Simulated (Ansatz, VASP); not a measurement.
## Ni in VASP and in Ansatz

```xyz
2
Lattice="2.4326 0.0000 0.0000 0.0000 2.4326 0.0000 0.0000 0.0000 3.4387" Properties=species:S:1:pos:R:3 pbc="T T T"
Ni    0.0000    0.0000    0.0000
Ni    1.2163    1.2163    1.7193
```

Alike in both runs: task single point; functional revPBE; k mesh 20 × 20 × 15; occupations fermi-dirac, width 0.05 eV; collinear spin.

|  | VASP | Ansatz |
| --- | --- | --- |
| version | VASP 6.6.1 | Ansatz 0.2.0 |
| potentials or method | VASP PAW PBE potentials, release 64 (Ni), cutoff 520 eV | plane waves (420 eV) with PAW, scalar-relativistic |
| valence electrons in the cell | 20 | 36 |

Ansatz gave:

```
pressure (GPa)                                                : 20.4
net moment per atom (μB)                                      : 0.62
size of the moment on the site where the two differ most (μB) : 0.66
```

Problem. Estimate VASP's values.

Solution. Pressure (GPa): 20.3; net moment per atom (μB): 0.61; size of the moment on the site where the two differ most (μB): 0.62.

VASP's potentials were made for PBE, not for revPBE. Site moments also hang on the region over which each program counts them. VASP's potentials hold 20 valence electrons a cell and Ansatz's 36, so a difference there can come from the potentials and not from the codes.
